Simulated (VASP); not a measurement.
A run of VASP 6.6.1:

The input POSCAR:

```
Ge
1.0
    1.3971490000     -2.6005160000      0.0000000000
    1.3971490000      2.6005160000      0.0000000000
    0.0000000000      0.0000000000      2.7791779300
Ge
1
Direct
    0.5000000000      0.5000000000      0.0000000000
```

The input INCAR.step1:

```
SYSTEM = Ge
  PREC = Accurate
  ENCUT = 520
  ISMEAR = 0
  SIGMA = 0.15
  LREAL = .FALSE.
  LASPH = .TRUE.
  NELM = 60
  NBANDS = 13
  GGA = PE
  ALGO = Normal
  EDIFF = 1E-4
  LWAVE = .TRUE.
  LCHARG = .FALSE.
```

INCAR.step2

```
SYSTEM = Ge
  PREC = Accurate
  ENCUT = 520
  EDIFF = 1E-7
  ISMEAR = 0
  SIGMA = 0.15
  LREAL = .FALSE.
  LASPH = .TRUE.
  NELM = 60
  ALGO = Normal
  ISIF = 2
  LWAVE = .FALSE.
  LCHARG = .FALSE.
  METAGGA = R2SCAN
  LMIXTAU = .TRUE.
  NBANDS = 13
  ISTART = 1
```

Contents of KPOINTS:

```
regular mesh
0
G
  20 20 18
  0 0 0
```

Potentials or basis: VASP PAW PBE potentials, release 64 (Ge_d).

Command:

```console
$ cat potpaw_PBE.64/Ge_d/POTCAR > POTCAR
$ cp INCAR.step1 INCAR
$ mpirun -np 1 vasp_std > vasp.out
$ cp INCAR.step2 INCAR
$ mpirun -np 1 vasp_std > vasp.out
```

Hardware: 1 thread of Oxide Virtual Turin-like Processor, on a shared host.

Problem. How long does it take, and how much memory?

Solution. It took 20 min on 1 thread of Oxide Virtual Turin-like Processor, on a shared host, peak memory 0.34 GiB. Counts: k points 1110.
